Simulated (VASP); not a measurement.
# PbSe (I4/mmm) in VASP: notebook, part 2 of 3

VASP 6.6.1. The steps go on from the part before.

## Step 3: Single point, PBE+D3(BJ) (30.93 Å³/atom)

INCAR reads:

```
SYSTEM = PbSe
  PREC = Accurate
  ENCUT = 520
  EDIFF = 1E-6
  ISMEAR = 0
  SIGMA = 0.03
  LREAL = .False.
  LASPH = .True.
  NELM = 80
  ALGO = Normal
  ISIF = 2
  LWAVE = .False.
  LCHARG = .False.
  GGA = PE
  IVDW = 12
  NBANDS = 17
```

KPOINTS reads:

```
regular mesh
0
Gamma
  10 10 10
  0 0 0
```

POSCAR reads:

```
PbSe
1.0
    0.0000000000      3.0890628821      3.2413536822
    3.0890628821      0.0000000000      3.2413536822
    3.0890628821      3.0890628821      0.0000000000
Pb Se
1 1
Direct
    0.0000000000      0.0000000000      0.0000000000
    0.5000000000      0.5000000000      0.5000000000
```

Potentials or basis: VASP PAW PBE potentials, release 64 (Pb_d, Se).

Run with:

```sh
$ cat potpaw_PBE.64/Pb_d/POTCAR potpaw_PBE.64/Se/POTCAR > POTCAR
$ mpirun -np 1 vasp_std > vasp.out
```

OUTCAR:

```text
SYSTEM = PbSe
   PREC = Accurate
   ENCUT = 520
   EDIFF = 1E-6
   ISMEAR = 0
   LREAL = .False.
   LASPH = .True.
   NELM = 80
   ISIF = 2
   GGA = PE
   IVDW = 12
 IVDW          = 12

 ion  position               nearest neighbor table
   1  0.000  0.000  0.000-   2 3.09   2 3.09   2 3.09   2 3.09   2 3.24   2 3.24
   2  0.500  0.500  0.500-   1 3.09   1 3.09   1 3.09   1 3.09   1 3.24   1 3.24

  LATTYP: Found a body centered tetragonal cell.
 ALAT       =     4.3685946229
 C/A-ratio  =     1.4839342910

  Lattice vectors:

 A1 = (  -3.0890628821,   0.0000000000,   3.2413536822)
 A2 = (   3.0890628821,   0.0000000000,   3.2413536822)
 A3 = (   0.0000000000,   3.0890628821,  -3.2413536822)

Analysis of symmetry for initial positions (statically):
=====================================================================
 Subroutine PRICEL returns:
 Original cell was already a primitive cell.

 Routine SETGRP: Setting up the symmetry group for a
 body centered tetragonal supercell.

 Subroutine GETGRP returns: Found 16 space group operations
 (whereof 16 operations were pure point group operations)
 out of a pool of 16 trial point group operations.

The static configuration has the point symmetry D_4h.

Analysis of symmetry for dynamics (positions and initial velocities):
=====================================================================
 Subroutine PRICEL returns:
 Original cell was already a primitive cell.

 Routine SETGRP: Setting up the symmetry group for a
 body centered tetragonal supercell.

 Subroutine GETGRP returns: Found 16 space group operations
 (whereof 16 operations were pure point group operations)
 out of a pool of 16 trial point group operations.

The dynamic configuration has the point symmetry D_4h.

 Subroutine INISYM returns: Found 16 space group operations
 (whereof 16 operations are pure point group operations),
 and found     1 'primitive' translations

----------------------------------------------------------------------------------------

                                     Primitive cell

  volume of cell :      61.8600

  direct lattice vectors                    reciprocal lattice vectors
     0.000000000  3.089062882  3.241353682    -0.161861386  0.161861386  0.154256539
     3.089062882  0.000000000  3.241353682     0.161861386 -0.161861386  0.154256539
     3.089062882  3.089062882  0.000000000     0.161861386  0.161861386 -0.154256539

  length of vectors
     4.477575592  4.477575592  4.368594623     0.276031332  0.276031332  0.276031332

  position of ions in fractional coordinates (direct lattice)
     0.000000000  0.000000000  0.000000000
     0.500000000  0.500000000  0.500000000

  ion indices of the primitive-cell ions
   primitive index   ion index
                 1           1
                 2           2

----------------------------------------------------------------------------------------

 KPOINTS: regular mesh

Automatic generation of k-mesh.
 Grid dimensions read from file:
 generate k-points for:   10   10   10

 Generating k-lattice:

  Cartesian coordinates                     Fractional coordinates (reciprocal lattice)
    -0.016186139  0.016186139  0.015425654     0.100000000 -0.000000000  0.000000000
     0.016186139 -0.016186139  0.015425654    -0.000000000  0.100000000  0.000000000
     0.016186139  0.016186139 -0.015425654     0.000000000  0.000000000  0.100000000

  Length of vectors
     0.027603133  0.027603133  0.027603133

  Shift w.r.t. Gamma in fractional coordinates (k-lattice)
     0.000000000  0.000000000  0.000000000

 Subroutine IBZKPT returns following result:
 ===========================================

 Found    102 irreducible k-points:

 Following reciprocal coordinates:
            Coordinates               Weight
  0.000000  0.000000  0.000000      1.000000
  0.100000  0.000000  0.000000      8.000000
  0.200000  0.000000  0.000000      8.000000
  0.300000  0.000000  0.000000      8.000000
  0.400000  0.000000  0.000000      8.000000
  0.500000 -0.000000  0.000000      4.000000
[... 16 lines left out ...]
  0.300000  0.300000  0.000000      2.000000
  0.400000  0.300000  0.000000      8.000000
 [... further k-points ...]
   k-points           NKPTS =    102   k-points in BZ     NKDIM =    102   number of bands    NBANDS=     17
   number of dos      NEDOS =    301   number of ions     NIONS =      2
   total plane-waves  NPLWV =  41472
   dimension x,y,z NGX =    36 NGY =   36 NGZ =   32
   dimension x,y,z NGXF=    72 NGYF=   72 NGZF=   64
   ions per type =               1   1
   NGX,Y,Z   is equivalent  to a cutoff of  13.37, 13.37, 12.18 a.u.
   NGXF,Y,Z  is equivalent  to a cutoff of  26.73, 26.73, 24.36 a.u.
 SYSTEM =  PbSe
   PREC   = accura    normal or accurate (medium, high low for compatibility)
   ISTART =      0    job   : 0-new  1-cont  2-samecut
   ICHARG =      2    charge: 1-file 2-atom 10-const
   ISPIN  =      1    spin polarized calculation?
   LNONCOLLINEAR =      F non collinear calculations
   LSORBIT =      F    spin-orbit coupling
   LASPH  =      T    aspherical Exc in radial PAW
   ENCUT  =  520.0 eV  38.22 Ry    6.18 a.u.   8.33  8.33  8.12*2*pi/ulx,y,z
   NELM   =     80;   NELMIN=  2; NELMDL= -5     # of ELM steps
   EDIFF  = 0.1E-05   stopping-criterion for ELM
   LREAL  =      F    real-space projection
   EDIFFG = 0.1E-04   stopping-criterion for IOM
   NSW    =      0    number of steps for IOM
   IBRION =     -1    ionic relax: 0-MD 1-quasi-New 2-CG
   NFREE  =      0    steps in history (QN), initial steepest desc. (CG)
   ISIF   =      2    stress and relaxation
   ISYM   =      2    0-nonsym 1-usesym 2-fastsym
   POTIM  = 0.5000    time-step for ionic-motion
   TEBEG  =    0.0;   TEEND  =   0.0 temperature during run
   PSTRESS=    0.0 pullay stress
   NELECT =      20.0000    total number of electrons
   NUPDOWN=      -1.0000    fix difference up-down
   EMIN   =  10.00;   EMAX   =-10.00  energy-range for DOS
   EFERMI =   0.00;   METHOD = LEGACY
   ISMEAR =     0;   SIGMA  =   0.03  broadening in eV -4-tet -1-fermi 0-gaus
   EFERMI_NEDOS =   21; number of points for ismear=-14 and -15
   IALGO  =     38    algorithm
   IMIX   =      4    mixing-type and parameters
     AMIX     =   0.40;   BMIX     =  1.00
     AMIX_MAG =   1.60;   BMIX_MAG =  1.00
  volume/ion in A,a.u.               =      30.93       208.73
  Fermi-wavevector in a.u.,A,eV,Ry     =   1.123608  2.123311 17.177289  1.262495
  Thomas-Fermi vector in A             =   2.260275
   LORBIT       =      0    0 simple, 1 ext, 2 COOP (PROOUT), +10 PAW based schemes
   GGA     = PE    functional components
   LHFCALC =     F    Hartree Fock is set to
   AEXX    =    0.0000 exact exchange contribution
   IVDW    =    12    specifies the selected vdW correction
   LEPSILON=     F    determine dielectric tensor
   LRPA    =     F    only Hartree local field effects (RPA)
 non-spin polarized calculation
 Gauss-broadening in eV      SIGMA  =   0.03
  energy-cutoff  :      520.00
  volume of cell :       61.86
 maximum number of plane-waves:      1697
 NGX is ok and might be reduce to    36
   NGX = 17   NGY = 17   NGZ = 17

 number of electron      20.0000001 magnetization

 Free energy of the ion-electron system (eV)
  ---------------------------------------------------
  ext. energy  EPLUGINS =         0.00000000
  ---------------------------------------------------
  free energy    TOTEN  =        -8.16639252 eV

  energy without entropy =       -8.16639252  energy(sigma->0) =       -8.16639252

 E-fermi :   4.2817     XC(G=0):  -9.1808

 val. band max:        4.1597493231   @ k =   0.5000  -0.0000   0.0000
 cond. band min:       4.6268592368   @ k =   0.5000  -0.0000   0.0000
 fundamental gap:      0.4671099138
 Fermi energy:         4.2816850969

 k-point     1 :       0.0000    0.0000    0.0000
  band No.  band energies     occupation
      1     -12.5768      2.00000
      2     -12.5705      2.00000
      3     -12.5705      2.00000
      4     -12.5528      2.00000
      5     -12.5417      2.00000
      6      -8.8258      2.00000
[... 9 lines left out ...]
     16      10.9465      0.00000
     17      11.7491      0.00000
[... 441 lines left out ...]
 k-point    24 :       0.4000    0.3000    0.0000
  band No.  band energies     occupation
      1     -12.6272      2.00000
      2     -12.5594      2.00000
      3     -12.5485      2.00000
      4     -12.5484      2.00000
      5     -12.5340      2.00000
      6      -8.0202      2.00000
[... 9 lines left out ...]
     16      14.9068      0.00000
     17      15.3970      0.00000

 [... further k-points ...]

------------------------ aborting loop because EDIFF is reached ----------------------------------------

 Edisp (eV)   -0.68295

 E8    (eV) :    -0.3190

  FORCE on cell =-STRESS in cart. coord.  units (eV):
  Direction    XX          YY          ZZ          XY          YZ          ZX
  --------------------------------------------------------------------------------------
  -------------------------------------------------------------------------------------
  Total      -0.46963    -0.46963    -1.98395     0.00000     0.00000    -0.00000
  in kB     -12.16356   -12.16356   -51.38432     0.00000     0.00000    -0.00000
  external pressure =      -25.24 kB  Pullay stress =        0.00 kB

 VOLUME and BASIS-vectors are now :
 -----------------------------------------------------------------------------
  energy-cutoff  :      520.00
  volume of cell :       61.86
      direct lattice vectors                 reciprocal lattice vectors
     0.000000000  3.089062882  3.241353682    -0.161861386  0.161861386  0.154256539
     3.089062882  0.000000000  3.241353682     0.161861386 -0.161861386  0.154256539
     3.089062882  3.089062882  0.000000000     0.161861386  0.161861386 -0.154256539

 POSITION                                       TOTAL-FORCE (eV/Angst)
 -----------------------------------------------------------------------------------
      0.00000      0.00000      0.00000         0.000000     -0.000000     -0.000000
      3.08906      3.08906      3.24135        -0.000000      0.000000      0.000000
 -----------------------------------------------------------------------------------
    total drift:                                0.000000      0.000000      0.000000

  FREE ENERGIE OF THE ION-ELECTRON SYSTEM (eV)
  ---------------------------------------------------
  free  energy   TOTEN  =        -8.8493431594 eV

  energy  without entropy=       -8.8493431593  energy(sigma->0) =       -8.84934316
```

Wall time 51 s (1 thread of AMD EPYC 9R45 (Zen 5), shared host); peak memory 0.25 GiB.

Results:

| Property | Result |
| --- | --- |
| Free energy | -8.8493 eV |
| Pressure | -2.5 GPa |
| Band gap on the k mesh | 0.47 eV |
| Dispersion energy per atom | -0.341 eV |

Stress tensor (GPa, compression positive):
```
-1.22  0.00  0.00
 0.00 -1.22  0.00
 0.00  0.00 -5.14
```

Caveat: spin-orbit coupling is left out, which moves the levels of the heavy elements.

## Step 4: Single point, PBE+D3(BJ) (31.62 Å³/atom)

This run uses another cell than the first one, of 31.62 Å³/atom.

INCAR reads:

```
ALGO = Normal
EDIFF = 1E-7
ENCUT = 520
GGA = PE
ISIF = 2
ISMEAR = 0
IVDW = 12
LASPH = T
LCHARG = F
LREAL = F
LWAVE = F
NBANDS = 17
NELM = 100
PREC = Accurate
SIGMA = 0.03
```

KPOINTS reads:

```
k-points
0
Gamma
  10 10 10
```

POSCAR reads:

```
PbSe
1.0
    0.0000000000      3.1286170269      3.2306099420
    3.1286170269      0.0000000000      3.2306099420
    3.1286170269      3.1286170269      0.0000000000
Pb Se
1 1
Direct
    0.0000000000      0.0000000000      0.0000000000
    0.5000000000      0.5000000000      0.5000000000
```

Run with:

```sh
$ cat potpaw_PBE.64/Pb_d/POTCAR potpaw_PBE.64/Se/POTCAR > POTCAR
$ mpirun -np 1 vasp_std > vasp.out
```

Run time: 3 min. Hardware: 1 thread of Intel Xeon 8259CL, shared host; peak memory 0.29 GiB.

It converged, with:

```yaml
Free_energy: -8.8400 eV
Pressure: -2.6 GPa
Band_gap_on_the_k_mesh: 0.55 eV
Dispersion_energy_per_atom: -0.337 eV
```

Stress tensor (GPa, compression positive):
```
-1.76  0.00  0.00
 0.00 -1.76  0.00
 0.00  0.00 -4.18
```

Levels at points of the mesh, in eV from the valence-band top:
| k point | band 7 | band 8 | band 9 | band 10 | band 11 | band 12 | band 13 | band 14 |
| --- | --- | --- | --- | --- | --- | --- | --- | --- |
| (0.00, 0.00, 0.00) | -6.40 | -1.50 | -1.50 | -1.25 | 4.11 | 4.75 | 4.75 | 6.63 |
| (0.50, 0.00, 0.00) | -8.27 | -1.10 | -1.04 | 0.00 | 0.55 | 1.86 | 2.00 | 8.46 |
| (0.50, 0.50, 0.00) | -7.12 | -4.12 | -2.58 | -2.58 | 4.21 | 5.39 | 5.39 | 5.42 |
| (0.50, 0.00, 0.50) | -7.24 | -4.19 | -2.79 | -2.47 | 4.10 | 4.90 | 5.57 | 5.81 |

Caveat: spin-orbit coupling is left out, which moves the levels of the heavy elements. A k mesh can miss the band edges.

[end of part 2 of 3]
